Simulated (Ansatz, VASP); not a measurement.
RbCl: VASP beside Ansatz

```
Rb Cl
1.0
     0.00000    3.31529    3.31529
     3.31529    0.00000    3.31529
     3.31529    3.31529    0.00000
Rb Cl
1 1
Direct
  0.00000 0.00000 0.00000
  0.50000 0.50000 0.50000
```

Alike in both runs: task single point; functional PBE; k mesh 6 × 6 × 6; no spin polarisation.

|  | VASP | Ansatz |
| --- | --- | --- |
| version | VASP 6.6.1 | Ansatz 0.2.0 |
| potentials or method | VASP PAW PBE potentials, release 64 (Rb_sv, Cl) | plane waves, PAW |
| plane-wave cutoff (eV) | 500 | 420 |
| occupations | gaussian, width 0.01 eV | fixed |
| valence electrons in the cell | 16 | 16 |

```csv
,VASP,Ansatz,Ansatz less VASP
gap on the k mesh at the Fermi level (eV),4.93,4.93,+0.003
pressure (GPa),0.5,0.5,+0.01
```
